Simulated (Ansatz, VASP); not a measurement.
# Ga4SbAs3 in VASP and in Ansatz

```xyz
8
Lattice="4.1523 0.0004 -0.0003 0.0004 4.1528 -0.0004 -0.0008 -0.0012 11.7182" Properties=species:S:1:pos:R:3 pbc="T T T"
Ga    2.0761   -0.0011    7.4831
Ga   -0.0020    2.0738   10.3075
Ga    2.0760    0.0033    1.4108
Ga    0.0013    2.0745    4.2346
Sb   -0.0003   -0.0018    5.8589
As   -0.0003   -0.0009   -0.0001
As    2.0773    2.0794    2.8230
As    2.0744    2.0752    8.8946
```

Change from the starting cell: cell x1, atoms moved at random (sigma 0.15 Å) and cell strained at random (1.5 %), then relaxed without symmetry.

Alike in both runs: functional PBE; k mesh 6 × 6 × 2; occupations gaussian, width 0.2 eV; no spin polarisation.

Ansatz relaxed the structure, and its values are those at the end. VASP's run is a single point on that final structure, the one shown.

|  | VASP | Ansatz |
| --- | --- | --- |
| version | VASP 6.6.1 | Ansatz 0.2.0 |
| potentials or method | VASP PAW PBE potentials, release 64 (Ga_d, Sb, As), cutoff 520 eV | scalar-relativistic, plane waves, PAW |
| valence electrons in the cell | 72 | 112 |

```csv
,VASP,Ansatz,Ansatz less VASP
gap on the k mesh at the Fermi level (eV),none,none,-
pressure (GPa),0.1,0.0,-0.14
rms of the force components (eV/Å),0.003,0.004,+0.0002
```

A gap of «none» marks a metal or a gap that the smearing closes. With one functional, cell and mesh, what is left measures potentials, basis and numerics. VASP's potentials hold 72 valence electrons a cell and Ansatz's 112, so a difference there can come from the potentials and not from the codes.

Spin-orbit coupling is off throughout.
